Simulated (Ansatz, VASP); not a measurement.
One calculation of ZnS, two programs

```xyz
8
Lattice="-2.7046 -2.7046 0.0000 2.7046 -2.7046 0.0000 0.0000 0.0000 12.8186" Properties=species:S:1:pos:R:3 pbc="T T T"
Zn    0.0000    0.0000   10.1424
Zn    0.0000   -2.7046    2.0285
Zn    0.0000    0.0000    4.7331
Zn    0.0000   -2.7046    7.4378
S    -1.3523   -1.3523    3.3808
S     1.3523   -1.3523    6.0855
S    -1.3523   -1.3523    8.7901
S     1.3523   -1.3523    0.6762
```

Alike in both runs: task single point; functional PBE; k mesh 7 × 7 × 3; occupations gaussian, width 0.05 eV; no spin polarisation.

|  | VASP | Ansatz |
| --- | --- | --- |
| version | VASP 6.6.1 | Ansatz 0.2.0 |
| potentials or method | VASP PAW PBE potentials, release 64 (Zn, S), cutoff 520 eV | scalar-relativistic, plane waves, PAW |
| valence electrons in the cell | 72 | 72 |

```csv
,VASP,Ansatz,Ansatz less VASP
gap on the k mesh at the Fermi level (eV),none,none,-
pressure (GPa),-0.2,-0.3,-0.13
"traceless stress, the component that is largest in VASP (GPa)",-1.60,-1.60,-0.006
rms of the force components (eV/Å),0.356,0.352,-0.0040
```

Atom by atom the forces differ by 0.006 eV/Å (rms over components). A gap of «none» marks a metal or a gap that the smearing closes.
